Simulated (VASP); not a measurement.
A run of VASP 6.6.1 is set up as follows.

The input INCAR:

```
  ALGO = Fast
  EDIFF = 1E-6
  ENCUT = 520
  GGA = PE
  ISIF = 2
  ISMEAR = 0
  IVDW = 12
  LASPH = T
  LCHARG = F
  LREAL = F
  LWAVE = F
  NBANDS = 10
  NELM = 60
  PREC = Accurate
  SIGMA = 0.15
```

KPOINTS

```
k-points
0
Gamma
  16 16 12
```

File POSCAR:

```
Li
1.0
    0.0000000000     -2.0886081792     -2.0886081792
    0.0000000000      2.0886081792     -2.0886081792
    4.1772163584      0.0000000000      0.0000000000
Li
2
Direct
    0.6424393541      0.4796515208      0.5000000000
   -0.1424393541      0.0203484792      0.0000000000
```

Potentials or basis: VASP PAW PBE potentials, release 64 (Li_sv).

Command:

```bash
$ cat potpaw_PBE.64/Li_sv/POTCAR > POTCAR
$ mpirun -np 1 vasp_std > vasp.out
```

Estimate the dispersion energy per atom.

-0.189 eV.

What does it give for the band gap on the k mesh?

Zero (bands 3 and 4 overlap by 4.97 eV).

What does it give for the largest force?

0.406 eV/Å.

Forces on the atoms (eV/Å):
```
Li   0.000  0.366  0.175
Li   0.000 -0.366 -0.175
```

Caveat: the cell differs from its parent crystal (atoms displaced along several vibrational modes).
